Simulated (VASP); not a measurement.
# N (P6_3/mmc) in VASP: notebook, part 2 of 2

VASP 6.6.1. The steps go on from the part before.

**4. Single point, PBE-based screened hybrid with 15 % exact exchange**

File POSCAR:

```
N
1.0
    4.1672328106      0.0000000000      0.0000000000
   -2.0836164053      3.6089294775      0.0000000000
    0.0000000000      0.0000000000      7.0060035100
N
4
Direct
    0.6666666667      0.3333333333      0.6710699600
    0.6666666667      0.3333333333      0.8289300400
    0.3333333333      0.6666666667      0.1710699600
    0.3333333333      0.6666666667      0.3289300400
```

File INCAR.step1:

```
SYSTEM = N
  PREC = Accurate
  ENCUT = 1000
  EDIFF = 1E-5
  ISMEAR = -1
  SIGMA = 0.05
  LREAL = .False.
  LASPH = .True.
  NELM = 120
  ALGO = Normal
  ISIF = 2
  LWAVE = .True.
  NBANDS = 18
  GGA = PE
  GGA_COMPAT = .False.
```

File INCAR.step2:

```
SYSTEM = N
  PREC = Accurate
  ENCUT = 1000
  EDIFF = 1E-6
  ISMEAR = -1
  SIGMA = 0.05
  LREAL = .False.
  LASPH = .True.
  NELM = 120
  ALGO = Normal
  ISIF = 2
  LWAVE = .False.
  LCHARG = .True.
  GGA = PE
  LHFCALC = .True.
  AEXX = 0.15
  HFSCREEN = 0.2
  PRECFOCK = Normal
  LELF = .True.
  LVHAR = .True.
  NBANDS = 18
  ISTART = 1
  GGA_COMPAT = .False.
```

File KPOINTS:

```
Automatic mesh
0
Gamma
  4 4 2
  0 0 0
```

Potentials or basis: VASP PAW PBE potentials, release 64 (N_h).

The run is started by

```console
$ cat potpaw_PBE.64/N_h/POTCAR > POTCAR
$ cp INCAR.step1 INCAR
$ mpirun -np 1 vasp_std > vasp.out
$ cp INCAR.step2 INCAR
$ mpirun -np 1 vasp_std > vasp.out
```

OUTCAR:

```text
SYSTEM = N
   PREC = Accurate
   ENCUT = 1000
   EDIFF = 1E-6
   ISMEAR = -1
   LREAL = .False.
   LASPH = .True.
   NELM = 120
   ISIF = 2
   GGA = PE
   LHFCALC = .True.
   AEXX = 0.15
   HFSCREEN = 0.2
   PRECFOCK = Normal
   ISTART = 1

 ion  position               nearest neighbor table
   1  0.667  0.333  0.671-   2 1.11
   2  0.667  0.333  0.829-   1 1.11
   3  0.333  0.667  0.171-   4 1.11
   4  0.333  0.667  0.329-   3 1.11

  LATTYP: Found a hexagonal cell.
 ALAT       =     4.1672328106
 C/A-ratio  =     1.6812124084

  Lattice vectors:

 A1 = (   4.1672328106,   0.0000000000,   0.0000000000)
 A2 = (  -2.0836164053,   3.6089294775,   0.0000000000)
 A3 = (   0.0000000000,   0.0000000000,   7.0060035100)

Analysis of symmetry for initial positions (statically):
=====================================================================
 Subroutine PRICEL returns:
 Original cell was already a primitive cell.

 Routine SETGRP: Setting up the symmetry group for a
 hexagonal supercell.

 Subroutine GETGRP returns: Found 24 space group operations
 (whereof 12 operations were pure point group operations)
 out of a pool of 24 trial point group operations.

The static configuration has the point symmetry D_3d.
 The point group associated with its full space group is D_6h.

Analysis of symmetry for dynamics (positions and initial velocities):
=====================================================================
 Subroutine PRICEL returns:
 Original cell was already a primitive cell.

 Routine SETGRP: Setting up the symmetry group for a
 hexagonal supercell.

 Subroutine GETGRP returns: Found 24 space group operations
 (whereof 12 operations were pure point group operations)
 out of a pool of 24 trial point group operations.

The dynamic configuration has the point symmetry D_3d.
 The point group associated with its full space group is D_6h.

 Subroutine INISYM returns: Found 24 space group operations
 (whereof 12 operations are pure point group operations),
 and found     1 'primitive' translations

----------------------------------------------------------------------------------------

                                     Primitive cell

  volume of cell :     105.3650

  direct lattice vectors                    reciprocal lattice vectors
     4.167232811  0.000000000  0.000000000     0.239967395  0.138545240  0.000000000
    -2.083616405  3.608929477  0.000000000     0.000000000  0.277090480  0.000000000
     0.000000000  0.000000000  7.006003510     0.000000000  0.000000000  0.142734727

  length of vectors
     4.167232811  4.167232811  7.006003510     0.277090480  0.277090480  0.142734727

  position of ions in fractional coordinates (direct lattice)
     0.666666667  0.333333333  0.671069960
     0.666666667  0.333333333  0.828930040
     0.333333333  0.666666667  0.171069960
     0.333333333  0.666666667  0.328930040

  ion indices of the primitive-cell ions
   primitive index   ion index
                 1           1
[... 32 lines left out ...]
  0.000000  0.000000  0.000000      1.000000
  0.250000  0.000000  0.000000      6.000000
  0.500000  0.000000  0.000000      3.000000
  0.250000  0.250000  0.000000      6.000000
  0.000000  0.000000  0.500000      1.000000
  0.250000  0.000000  0.500000      6.000000
  0.500000  0.000000  0.500000      3.000000
  0.250000  0.250000  0.500000      6.000000
   k-points           NKPTS =      8   k-points in BZ     NKDIM =     32   number of bands    NBANDS=     18
   number of dos      NEDOS =    301   number of ions     NIONS =      4
   total plane-waves  NPLWV = 165888
   dimension x,y,z NGX =    48 NGY =   48 NGZ =   72
   dimension x,y,z NGXF=    96 NGYF=   96 NGZF=  144
   ions per type =               4
   NGX,Y,Z   is equivalent  to a cutoff of  19.15, 19.15, 17.08 a.u.
   NGXF,Y,Z  is equivalent  to a cutoff of  38.30, 38.30, 34.17 a.u.
 SYSTEM =  N
   PREC   = accura    normal or accurate (medium, high low for compatibility)
   ISTART =      1    job   : 0-new  1-cont  2-samecut
   ICHARG =      0    charge: 1-file 2-atom 10-const
   ISPIN  =      1    spin polarized calculation?
   LNONCOLLINEAR =      F non collinear calculations
   LSORBIT =      F    spin-orbit coupling
   LASPH  =      T    aspherical Exc in radial PAW
   ENCUT  = 1000.0 eV  73.50 Ry    8.57 a.u.  10.74 10.74 18.06*2*pi/ulx,y,z
   NELM   =    120;   NELMIN=  2; NELMDL=  0     # of ELM steps
   EDIFF  = 0.1E-05   stopping-criterion for ELM
   LREAL  =      F    real-space projection
   EDIFFG = 0.1E-04   stopping-criterion for IOM
   NSW    =      0    number of steps for IOM
   IBRION =     -1    ionic relax: 0-MD 1-quasi-New 2-CG
   NFREE  =      0    steps in history (QN), initial steepest desc. (CG)
   ISIF   =      2    stress and relaxation
   ISYM   =      3    0-nonsym 1-usesym 2-fastsym
   POTIM  = 0.5000    time-step for ionic-motion
   TEBEG  =    0.0;   TEEND  =   0.0 temperature during run
   PSTRESS=    0.0 pullay stress
   NELECT =      20.0000    total number of electrons
   NUPDOWN=      -1.0000    fix difference up-down
   EMIN   =  10.00;   EMAX   =-10.00  energy-range for DOS
   EFERMI =   0.00;   METHOD = LEGACY
   ISMEAR =    -1;   SIGMA  =   0.05  broadening in eV -4-tet -1-fermi 0-gaus
   EFERMI_NEDOS =   21; number of points for ismear=-14 and -15
   IALGO  =     38    algorithm
   IMIX   =      1    mixing-type and parameters
     AMIX     =   0.40;   BMIX     =  1.00
     AMIX_MAG =   1.60;   BMIX_MAG =  1.00
  volume/ion in A,a.u.               =      26.34       177.76
  Fermi-wavevector in a.u.,A,eV,Ry     =   0.940848  1.777944 12.043801  0.885194
  Thomas-Fermi vector in A             =   2.068300
   LORBIT       =      0    0 simple, 1 ext, 2 COOP (PROOUT), +10 PAW based schemes
   GGA     = PE    functional components
   LHFCALC =     T    Hartree Fock is set to
   PRECFOCK=normal    Normal, Fast or Accurate (Low or Medium for compatibility)
   ENCUT4O =  -1.0   cutoff for four orbital integrals eV
   NKREDX  =     1    reduce k-point grid by
   NKREDY  =     1    reduce k-point grid by
   NKREDZ  =     1    reduce k-point grid by
   AEXX    =    0.1500 exact exchange contribution
   HFSCREEN=    0.2000 screening length (either q_TF or 0.3 A-1)
   HFSCREENC=   0.2000 screening length for correlation (either q_TF or 0.3 A-1)
   ENCUTFOCK=  -1.0 apply spherical cutoff to Coloumb kernel
   IVDW    =     0    specifies the selected vdW correction
   LEPSILON=     F    determine dielectric tensor
   LRPA    =     F    only Hartree local field effects (RPA)
 non-spin polarized calculation
  energy-cutoff  :     1000.00
  volume of cell :      105.37
 maximum number of plane-waves:      7588
 NGX is ok and might be reduce to    48
  NGX = 36; NGY = 36; NGZ = 56

 number of electron      20.0000001 magnetization

 Free energy of the ion-electron system (eV)
  ---------------------------------------------------
  ext. energy  EPLUGINS =         0.00000000
  ---------------------------------------------------
  free energy    TOTEN  =       -38.28507375 eV

  energy without entropy =      -38.28507375  energy(sigma->0) =      -38.28507375

 E-fermi :  -6.2825     XC(G=0):  -5.3292

 val. band max:       -7.4461479371   @ k =   0.0000   0.0000   0.0000
 cond. band min:       1.1133597428   @ k =   0.2500   0.2500   0.0000
 fundamental gap:      8.5595076799
 Fermi energy:        -6.2824588104

 k-point     1 :       0.0000    0.0000    0.0000
  band No.  band energies     occupation
      1     -26.5877      2.00000
      2     -26.5606      2.00000
      3     -11.7821      2.00000
      4     -11.0360      2.00000
      5      -8.9092      2.00000
      6      -8.9092      2.00000
[... 145 lines left out ...]
      5      -9.0775      2.00000
      6      -9.0775      2.00000
[... 10 lines left out ...]
     17       7.0364      0.00000
     18       7.0364      0.00000

------------------------ aborting loop because EDIFF is reached ----------------------------------------

  FORCE on cell =-STRESS in cart. coord.  units (eV):
  Direction    XX          YY          ZZ          XY          YZ          ZX
  --------------------------------------------------------------------------------------
  -------------------------------------------------------------------------------------
  Total        0.1284764      0.1284764     -3.4922276      0.0000000      0.0000000      0.0000000
  in kB        1.9536075      1.9536075    -53.1027010      0.0000000      0.0000000      0.0000000
  external PRESSURE =     -16.3984953 kB  Pullay stress =       0.0000000 kB

 VOLUME and BASIS-vectors are now :
 -----------------------------------------------------------------------------
  energy-cutoff  :     1000.00
  volume of cell :      105.37
      direct lattice vectors                 reciprocal lattice vectors
     4.167232811  0.000000000  0.000000000     0.239967395  0.138545240  0.000000000
    -2.083616405  3.608929477  0.000000000     0.000000000  0.277090480  0.000000000
     0.000000000  0.000000000  7.006003510     0.000000000  0.000000000  0.142734727

 POSITION                                       TOTAL-FORCE (eV/Angst)
 -----------------------------------------------------------------------------------
      2.08362      1.20298      4.70152         0.000000     -0.000000      1.674654
      2.08362      1.20298      5.80749         0.000000      0.000000     -1.674654
     -0.00000      2.40595      1.19852        -0.000000      0.000000      1.674654
     -0.00000      2.40595      2.30449        -0.000000     -0.000000     -1.674654
 -----------------------------------------------------------------------------------
    total drift:                                0.000000      0.000000      0.000001

  FREE ENERGIE OF THE ION-ELECTRON SYSTEM (eV)
  ---------------------------------------------------
  free  energy   TOTEN  =       -38.2850737471 eV

  energy  without entropy=      -38.2850737470  energy(sigma->0) =      -38.28507375
```

Run time: 22 min. Hardware: 1 thread of Intel Xeon Platinum 8259CL at 2.50GHz (Skylake/Cascade Lake), shared host; peak memory 0.54 GiB.

What came out:

```
Free energy            : -38.2851 eV
Pressure               : -1.6 GPa
Largest force          : 1.675 eV/Å
Band gap on the k mesh : 8.56 eV (least direct gap 8.78 eV)
```

Forces in eV/Å, atoms in the order of the input:
```
N    0.000  0.000  1.675
N    0.000  0.000 -1.675
N    0.000  0.000  1.675
N    0.000  0.000 -1.675
```

Levels at points of the mesh, in eV from the valence-band top:
```csv
k point,band 8,band 9,band 10,band 11,band 12,band 13
"(0.00, 0.00, 0.00)",-1.36,-1.10,0.00,9.30,9.30,9.82
"(0.50, 0.00, 0.00)",-1.39,-0.55,-0.21,8.57,8.98,9.37
"(0.00, 0.00, 0.50)",-1.41,-0.50,-0.50,9.55,9.55,9.55
"(0.50, 0.00, 0.50)",-1.48,-0.43,-0.43,8.96,8.96,9.43
```

Caveat: the k points lie up to 0.45 Å⁻¹ apart; this functional lacks dispersion, which holds the molecules together, so the pressure and a relaxed volume are unreliable; the PAW data sets were made with another functional, which shifts forces and pressure a little. A k mesh can miss the band edges.

**5. Summary**

| level | potentials or basis | cutoff (eV) | share of exact exchange | screening parameter | gap on the mesh (eV) | pressure (GPa) | largest force (eV/Å) |
| --- | --- | --- | --- | --- | --- | --- | --- |
| PBE0 | VASP PAW PBE potentials, release 64 (N) | 520 | 0.25 | - | 10.22 | -0.7 | 0.59 |
| r2SCAN0 | VASP PAW PBE potentials, release 64 (N) | 520 | 0.25 | - | 10.67 | -1.6 | 1.22 |
| PBE-based screened hybrid with 15 % exact exchange | VASP PAW PBE potentials, release 64 (N_h) | 1000 | 0.15 | 0.2 1/Å | 8.56 | -1.6 | 1.67 |

Alike in all rows: task single point; no spin polarisation; cell as given; k mesh 4 × 4 × 2; smearing fermi-dirac 0.05 eV.

Caveats: all runs use coarse meshes; the PAW data sets were made with another functional, which shifts forces and pressure a little; the standard files for N, O and F lose accuracy on very short bonds (at least some runs); this functional lacks dispersion, which holds the molecules together, so the pressure and a relaxed volume are unreliable (at least some runs).

Total energies depend on the potentials used, so only differences within one code and one set of settings carry meaning.
